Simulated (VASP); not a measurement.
# Mn2AlCu3 (Cmmm) in VASP: relaxation of cell and atoms with PBE

Aim: the relaxation of cell and atoms of Mn2AlCu3 with PBE.

Everything below comes from runs of VASP 6.6.1. Logs are shortened: lines on timing, memory, paths and dates and some standing lists are left out, and cuts for length are marked.

**1. The cell of the first run**

It takes space group Cmmm (No. 65, orthorhombic). The conventional cell has a = 5.901 Å, b = 7.669 Å, c = 4.220 Å, α = 90.00°, β = 90.00°, γ = 90.00°. Within 2.7 Å of Mn (site symmetry 2/m) lie 2 Cu at 2.03 Å and 2 Al at 2.42 Å. Al (site symmetry mmm) has 4 Cu at 2.11 to 2.13 Å and 4 Mn at 2.42 Å within 2.8 Å. Within 2.2 Å of Cu (site symmetry 2mm) lie 1 Cu at 1.63 Å and 2 Mn at 2.03 Å and 1 Al at 2.13 Å. Cu (site symmetry mmm) has 2 Al at 2.11 Å within 2.8 Å.

The cell was generated, and may not be a known phase.

**2. Relaxation of cell and atoms, PBE, collinear spin, ferromagnetic start**

Contents of INCAR:

```
SYSTEM = Mn2AlCu3
ALGO = Normal
EDIFF = 1E-6
EDIFFG = -0.04
ENCUT = 600
GGA = PE
IBRION = 2
ISIF = 3
ISMEAR = 0
ISPIN = 2
LASPH = .True.
LCHARG = .False.
LMAXMIX = 4
LORBIT = 11
LREAL = .False.
LWAVE = .False.
MAGMOM = 4 4 0 0 0 0
NELM = 150
NSW = 90
PREC = Accurate
SIGMA = 0.1
```

Contents of KPOINTS:

```
k-points
0
Gamma
  4 4 4
  0 0 0
```

Contents of POSCAR:

```
Mn2AlCu3
1.0
    2.9504498900     -3.8346822400      0.0000000000
    2.9504498900      3.8346822400      0.0000000000
    0.0000000000      0.0000000000      4.2195769000
Mn Al Cu
2 1 3
Direct
    0.0000000000      0.5000000000      0.5000000000
    0.5000000000      0.0000000000      0.5000000000
    0.5000000000      0.5000000000      0.5000000000
    0.8618082300      0.8618082300      0.5000000000
    0.1381917700      0.1381917700      0.5000000000
    0.5000000000      0.5000000000      0.0000000000
```

Potentials or basis: VASP PAW PBE potentials, release 64 (Mn_pv, Al, Cu).

On the command line:

```sh
$ cat potpaw_PBE.64/Mn_pv/POTCAR potpaw_PBE.64/Al/POTCAR potpaw_PBE.64/Cu/POTCAR > POTCAR
$ mpirun -np 1 vasp_std > vasp.out
```

OUTCAR:

```text
SYSTEM = Mn2AlCu3
   EDIFF = 1E-6
   EDIFFG = -0.04
   ENCUT = 600
   GGA = PE
   IBRION = 2
   ISIF = 3
   ISMEAR = 0
   ISPIN = 2
   LASPH = .True.
   LORBIT = 11
   LREAL = .False.
   NELM = 150
   NSW = 90
   PREC = Accurate

 ion  position               nearest neighbor table
   1  0.000  0.500  0.500-   4 2.03   5 2.03   3 2.42   3 2.42   2 2.95   2 2.95
   2  0.500  0.000  0.500-   4 2.03   5 2.03   3 2.42   3 2.42   1 2.95   1 2.95
   3  0.500  0.500  0.500-   6 2.11   6 2.11   4 2.13   5 2.13   1 2.42   2 2.42   2 2.42   1 2.42

   4  0.862  0.862  0.500-   5 1.63   2 2.03   1 2.03   3 2.13
   5  0.138  0.138  0.500-   4 1.63   2 2.03   1 2.03   3 2.13
   6  0.500  0.500  0.000-   3 2.11   3 2.11

  LATTYP: Found a base centered orthorhombic cell.
 ALAT       =     5.9008997800
 B/A-ratio  =     1.2996940748
 C/A-ratio  =     0.7150734731

  Lattice vectors:

 A1 = (   2.9504498900,  -3.8346822400,   0.0000000000)
 A2 = (   2.9504498900,   3.8346822400,   0.0000000000)
 A3 = (   0.0000000000,   0.0000000000,   4.2195769000)

Analysis of symmetry for initial positions (statically):
=====================================================================
 Subroutine PRICEL returns:
 Original cell was already a primitive cell.

 Routine SETGRP: Setting up the symmetry group for a
 base centered orthorhombic supercell.

 Subroutine GETGRP returns: Found  8 space group operations
 (whereof  8 operations were pure point group operations)
 out of a pool of  8 trial point group operations.

The static configuration has the point symmetry D_2h.

Analysis of symmetry for dynamics (positions and initial velocities):
=====================================================================
 Subroutine PRICEL returns:
 Original cell was already a primitive cell.

 Routine SETGRP: Setting up the symmetry group for a
 base centered orthorhombic supercell.

 Subroutine GETGRP returns: Found  8 space group operations
 (whereof  8 operations were pure point group operations)
 out of a pool of  8 trial point group operations.

The dynamic configuration has the point symmetry D_2h.

Analysis of structural, dynamic, and magnetic symmetry:
=====================================================================
 Subroutine PRICEL returns:
 Original cell was already a primitive cell.

 Routine SETGRP: Setting up the symmetry group for a
 base centered orthorhombic supercell.

 Subroutine GETGRP returns: Found  8 space group operations
 (whereof  8 operations were pure point group operations)
 out of a pool of  8 trial point group operations.

The overall configuration has the point symmetry D_2h.

 Subroutine INISYM returns: Found  8 space group operations
 (whereof  8 operations are pure point group operations),
 and found     1 'primitive' translations

----------------------------------------------------------------------------------------

                                     Primitive cell

  volume of cell :      95.4809

  direct lattice vectors                    reciprocal lattice vectors
     2.950449890 -3.834682240  0.000000000     0.169465681 -0.130388900  0.000000000
     2.950449890  3.834682240  0.000000000     0.169465681  0.130388900  0.000000000
     0.000000000  0.000000000  4.219576900     0.000000000  0.000000000  0.236990585

  length of vectors
     4.838382213  4.838382213  4.219576900     0.213822081  0.213822081  0.236990585

  position of ions in fractional coordinates (direct lattice)
     0.000000000  0.500000000  0.500000000
     0.500000000  0.000000000  0.500000000
     0.500000000  0.500000000  0.500000000
     0.861808230  0.861808230  0.500000000
     0.138191770  0.138191770  0.500000000
     0.500000000  0.500000000  0.000000000

  ion indices of the primitive-cell ions
   primitive index   ion index
                 1           1
                 2           2
                 3           3
                 4           4
                 5           5
                 6           6

----------------------------------------------------------------------------------------

 KPOINTS: k-points

Automatic generation of k-mesh.
 Grid dimensions read from file:
 generate k-points for:    4    4    4

 Generating k-lattice:

  Cartesian coordinates                     Fractional coordinates (reciprocal lattice)
     0.042366420 -0.032597225  0.000000000     0.250000000  0.000000000  0.000000000
     0.042366420  0.032597225  0.000000000     0.000000000  0.250000000  0.000000000
     0.000000000  0.000000000  0.059247646     0.000000000  0.000000000  0.250000000

  Length of vectors
     0.053455520  0.053455520  0.059247646

  Shift w.r.t. Gamma in fractional coordinates (k-lattice)
     0.000000000  0.000000000  0.000000000

 Subroutine IBZKPT returns following result:
 ===========================================

 Found     21 irreducible k-points:

 Following reciprocal coordinates:
            Coordinates               Weight
  0.000000  0.000000  0.000000      1.000000
  0.250000 -0.000000  0.000000      4.000000
  0.500000 -0.000000  0.000000      2.000000
  0.250000  0.250000  0.000000      2.000000
  0.500000  0.250000  0.000000      4.000000
 -0.250000  0.250000  0.000000      2.000000
[... 13 lines left out ...]
 -0.250000  0.250000  0.500000      2.000000
  0.500000  0.500000  0.500000      1.000000
   k-points           NKPTS =     21   k-points in BZ     NKDIM =     21   number of bands    NBANDS=     41
   number of dos      NEDOS =    301   number of ions     NIONS =      6
   total plane-waves  NPLWV =  57600
   dimension x,y,z NGX =    40 NGY =   40 NGZ =   36
   dimension x,y,z NGXF=    80 NGYF=   80 NGZF=   72
   ions per type =               2   1   3
   NGX,Y,Z   is equivalent  to a cutoff of  13.74, 13.74, 14.18 a.u.
   NGXF,Y,Z  is equivalent  to a cutoff of  27.49, 27.49, 28.37 a.u.
 SYSTEM =  Mn2AlCu3
   PREC   = accura    normal or accurate (medium, high low for compatibility)
   ISTART =      0    job   : 0-new  1-cont  2-samecut
   ICHARG =      2    charge: 1-file 2-atom 10-const
   ISPIN  =      2    spin polarized calculation?
   LNONCOLLINEAR =      F non collinear calculations
   LSORBIT =      F    spin-orbit coupling
   LASPH  =      T    aspherical Exc in radial PAW
   ENCUT  =  600.0 eV  44.10 Ry    6.64 a.u.   9.66  9.66  8.43*2*pi/ulx,y,z
   NELM   =    150;   NELMIN=  2; NELMDL= -5     # of ELM steps
   EDIFF  = 0.1E-05   stopping-criterion for ELM
   LREAL  =      F    real-space projection
   EDIFFG = -.4E-01   stopping-criterion for IOM
   NSW    =     90    number of steps for IOM
   IBRION =      2    ionic relax: 0-MD 1-quasi-New 2-CG
   NFREE  =      1    steps in history (QN), initial steepest desc. (CG)
   ISIF   =      3    stress and relaxation
   ISYM   =      2    0-nonsym 1-usesym 2-fastsym
   POTIM  = 0.5000    time-step for ionic-motion
   TEBEG  =    0.0;   TEEND  =   0.0 temperature during run
   PSTRESS=    0.0 pullay stress
   NELECT =      62.0000    total number of electrons
   NUPDOWN=      -1.0000    fix difference up-down
   EMIN   =  10.00;   EMAX   =-10.00  energy-range for DOS
   EFERMI =   0.00;   METHOD = LEGACY
   ISMEAR =     0;   SIGMA  =   0.10  broadening in eV -4-tet -1-fermi 0-gaus
   EFERMI_NEDOS =   21; number of points for ismear=-14 and -15
   IALGO  =     38    algorithm
   IMIX   =      4    mixing-type and parameters
     AMIX     =   0.40;   BMIX     =  1.00
     AMIX_MAG =   1.60;   BMIX_MAG =  1.00
  volume/ion in A,a.u.               =      15.91       107.39
  Fermi-wavevector in a.u.,A,eV,Ry     =   1.417642  2.678955 27.343746  2.009709
  Thomas-Fermi vector in A             =   2.538851
   LORBIT       =     11    0 simple, 1 ext, 2 COOP (PROOUT), +10 PAW based schemes
   GGA     = PE    functional components
   LHFCALC =     F    Hartree Fock is set to
   AEXX    =    0.0000 exact exchange contribution
   IVDW    =     0    specifies the selected vdW correction
   LEPSILON=     F    determine dielectric tensor
   LRPA    =     F    only Hartree local field effects (RPA)
 conjugate gradient relaxation of ions
 spin polarized calculation
 Gauss-broadening in eV      SIGMA  =   0.10
  energy-cutoff  :      600.00
  volume of cell :       95.48
 maximum number of plane-waves:      3197
 NGX is ok and might be reduce to    40
   NGX = 19   NGY = 19   NGZ = 17

--------------------------------------- Ionic step        1  -------------------------------------------

 number of electron      62.0000043 magnetization       6.5823437

 Free energy of the ion-electron system (eV)
  ---------------------------------------------------
  ext. energy  EPLUGINS =         0.00000000
  ---------------------------------------------------
  free energy    TOTEN  =       -18.65836711 eV

  energy without entropy =      -18.64438285  energy(sigma->0) =      -18.65137498

 E-fermi :   5.7150     XC(G=0): -10.6062

 val. band max:        5.6931750086   @ k =   0.5000   0.5000   0.5000
 cond. band min:       5.7217598449   @ k =   0.5000   0.5000   0.0000
 fundamental gap:      0.0285848363
 Fermi energy:         5.7149706334

 spin component 1

 k-point     1 :       0.0000    0.0000    0.0000
  band No.  band energies     occupation
      1     -43.9628      1.00000
      2     -43.9576      1.00000
      3     -43.8011      1.00000
      4     -43.7919      1.00000
      5     -43.6239      1.00000
      6     -43.5610      1.00000
[... 913 lines left out ...]
     40      12.6584      0.00000
     41      13.3939      0.00000
 Fermi energy:         5.7149706334

 spin component 2

 k-point     1 :       0.0000    0.0000    0.0000
  band No.  band energies     occupation
      1     -40.8449      1.00000
      2     -40.8343      1.00000
      3     -40.4828      1.00000
      4     -40.4088      1.00000
      5     -40.2405      1.00000
      6     -40.2341      1.00000
[... 1030 lines left out ...]
  FREE ENERGIE OF THE ION-ELECTRON SYSTEM (eV)
  ---------------------------------------------------
  free  energy   TOTEN  =       -23.4835688949 eV

  energy  without entropy=      -23.4684818495  energy(sigma->0) =      -23.47602537

[... ionic steps 4 to 24 ...]

--------------------------------------- Ionic step       25  -------------------------------------------

 number of electron      61.9999913 magnetization      -8.9837770

------------------------ aborting loop because EDIFF is reached ----------------------------------------

  FORCE on cell =-STRESS in cart. coord.  units (eV):
  Direction    XX          YY          ZZ          XY          YZ          ZX
  --------------------------------------------------------------------------------------
  -------------------------------------------------------------------------------------
  Total       -0.1188543      0.0715061     -0.2393090      0.0000000      0.0000000      0.0000000
  in kB       -1.2843974      0.7727302     -2.5860894      0.0000000      0.0000000      0.0000000
  external PRESSURE =      -1.0325855 kB  Pullay stress =       0.0000000 kB
[... 65 lines left out ...]
  energy  without entropy=      -26.5301649629  energy(sigma->0) =      -26.54085454

--------------------------------------- Ionic step       27  -------------------------------------------

 number of electron      61.9999914 magnetization      -8.9832346

 Free energy of the ion-electron system (eV)
  ---------------------------------------------------
  ext. energy  EPLUGINS =         0.00000000
  ---------------------------------------------------
  free energy    TOTEN  =       -26.55180607 eV

  energy without entropy =      -26.53055241  energy(sigma->0) =      -26.54117924

 E-fermi :   2.4851     XC(G=0):  -8.6562

 val. band max:        2.4845052233   @ k =   0.5000   0.2500   0.2500
 cond. band min:       2.4884074207   @ k =   0.2500  -0.0000   0.2500
 fundamental gap:      0.0039021975
 Fermi energy:         2.4850741744

 spin component 1

 k-point     1 :       0.0000    0.0000    0.0000
  band No.  band energies     occupation
      1     -43.6558      1.00000
      2     -43.6547      1.00000
      3     -43.6442      1.00000
      4     -43.6441      1.00000
      5     -43.5853      1.00000
      6     -43.5728      1.00000
[... 913 lines left out ...]
     40       6.8474      0.00000
     41       7.6556      0.00000
 Fermi energy:         2.4850741744

 spin component 2

 k-point     1 :       0.0000    0.0000    0.0000
  band No.  band energies     occupation
      1     -48.2154      1.00000
      2     -48.2146      1.00000
      3     -47.9017      1.00000
      4     -47.8921      1.00000
      5     -47.8274      1.00000
      6     -47.8272      1.00000
[... 946 lines left out ...]
  FREE ENERGIE OF THE ION-ELECTRON SYSTEM (eV)
  ---------------------------------------------------
  free  energy   TOTEN  =       -26.5518060728 eV

  energy  without entropy=      -26.5305524086  energy(sigma->0) =      -26.54117924

 reached required accuracy - stopping structural energy minimisation

 total charge

# of ion       s       p       d       tot
------------------------------------------
    1        0.319   6.127   4.899  11.345
    2        0.319   6.127   4.899  11.345
    3        0.450   0.413   0.000   0.863
    4        0.552   0.307   9.179  10.038
    5        0.552   0.307   9.179  10.038
    6        0.466   0.185   9.241   9.892
--------------------------------------------------
tot          2.656  13.466  37.397  53.519

 magnetization (x)

# of ion       s       p       d       tot
------------------------------------------
    1       -0.066  -0.026  -4.041  -4.133
    2       -0.066  -0.026  -4.041  -4.133
    3        0.005   0.037   0.000   0.042
    4        0.018   0.011  -0.119  -0.091
    5        0.018   0.011  -0.119  -0.091
    6       -0.020   0.014  -0.018  -0.024
--------------------------------------------------
tot         -0.111   0.022  -8.340  -8.429
```

Wall time 2.2 h (1 thread of Oxide Virtual Turin-like, shared host); peak memory 0.35 GiB.

What came out:

| Property | Result |
| --- | --- |
| Free energy | -26.5518 eV |
| Relaxed volume | 24.61 Å³/atom |
| Relaxed cell | a = 5.786 Å, b = 5.786 Å, c = 4.626 Å, α = 90.00°, β = 90.00°, γ = 107.55° |
| Space group after relaxing (to 0.1 Å) | Cmmm (No. 65) |
| Pressure after relaxing | 0.1 GPa |
| Net moment | -8.98 μB per cell |
| Site moments | Mn -4.13; Al +0.04; Cu -0.09, -0.02 (each value once) μB |
| Valence electrons inside the program's atomic spheres | Mn 11.35; Al 0.86; Cu 10.04, 9.89 (each value once) |

Final structure:
```
CELL_PARAMETERS angstrom
3.41961 -4.66781 0.00000
3.41961 4.66781 0.00000
0.00000 0.00000 4.62617
ATOMIC_POSITIONS crystal
Mn 0.00000 0.50000 0.50000
Mn 0.50000 0.00000 0.50000
Al 0.50000 0.50000 0.50000
Cu 0.83763 0.83763 0.50000
Cu 0.16237 0.16237 0.50000
Cu 0.50000 0.50000 0.00000
```

Caveat: the k points lie up to 0.34 Å⁻¹ apart in the final cell; the volume moved by over 15 % at a fixed basis, so the end points are rough.
